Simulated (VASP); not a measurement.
A run of VASP 6.6.1 is set up as follows.

INCAR

```
PREC     = Accurate       # precision mode
ENCUT    = 600            # plane-wave cutoff, eV
EDIFF    = 1E-6           # SCF threshold, eV
ISMEAR   = 0              # smearing method
SIGMA    = 0.15           # smearing width, eV
LREAL    = False          # projectors in reciprocal space
LASPH    = True           # aspherical terms in the spheres
NELM     = 120            # most SCF steps
ALGO     = Normal         # electronic algorithm
ISIF     = 2              # what is computed and relaxed
LWAVE    = False          # write WAVECAR
LCHARG   = True           # write CHGCAR
GGA      = PS             # functional
LELF     = True           # ELF
LVHAR    = True         
NBANDS   = 13             # bands
GGA_COMPAT= False
```

KPOINTS

```
regular mesh
0
Gamma
  22 22 22
```

Contents of POSCAR:

```
O
1.0
    0.0000000000      1.6214667623      4.6453993658
    1.6270259531      0.0000000000      4.6453993658
    1.6270259531      1.6214667623      0.0000000000
O
2
Direct
    0.0675080576      0.0675080576      0.9324919424
    0.9324919424      0.9324919424      0.0675080576
```

Potentials or basis: VASP PAW PBE potentials, release 64 (O).

Run with:

```bash
$ cat potpaw_PBE.64/O/POTCAR > POTCAR
$ mpirun -np 1 vasp_std > vasp.out
```

(1) Estimate the largest force.

(2) Predict the pressure.

(3) Estimate the band gap on the k mesh.

Results:

(1) 2.157 eV/Å.

(2) -3.9 GPa.

(3) zero (bands 6 and 7 overlap by 2.99 eV).

Caveat: the standard files for N, O and F lose accuracy on very short bonds; spin is off for a triplet molecule; the stress differs along the axes, from -18 to 3 GPa; this functional lacks dispersion, which holds the molecules together, so the pressure and a relaxed volume are unreliable; the PAW data sets were made with another functional, which shifts forces and pressure a little.
